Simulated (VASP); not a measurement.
Input of a VASP 6.6.1 run:

INCAR

```
SYSTEM = BAs
  PREC = Accurate
  ENCUT = 500
  EDIFF = 1E-6
  ISMEAR = 0
  SIGMA = 0.02
  LREAL = .FALSE.
  LASPH = .TRUE.
  NELM = 120
  ALGO = Normal
  ISIF = 2
  LWAVE = .FALSE.
  LCHARG = .FALSE.
  GGA = PE
  IVDW = 12
  NBANDS = 11
  GGA_COMPAT = .FALSE.
```

KPOINTS

```
Automatic mesh
0
G
  10 10 10
  0 0 0
```

The input POSCAR:

```
BAs
1.0
    0.0000000000      2.2955086194      2.2955086194
    2.2955086194      0.0000000000      2.2955086194
    2.2955086194      2.2955086194      0.0000000000
B As
1 1
Direct
    0.0000000000      0.0000000000      0.0000000000
    0.2500000000      0.2500000000      0.2500000000
```

Potentials or basis: VASP PAW PBE potentials, release 64 (B, As).

The run is started by

```console
$ cat potpaw_PBE.64/B/POTCAR potpaw_PBE.64/As/POTCAR > POTCAR
$ mpirun -np 1 vasp_std > vasp.out
```

(1) Estimate the dispersion energy per atom.

(2) Estimate the pressure.

(3) Predict the band gap on the k mesh.

## Answers

(1) -0.372 eV.

(2) 20.6 GPa.

(3) 1.05 eV (least direct gap 3.44 eV).

Caveat: the cell stands under pressure.
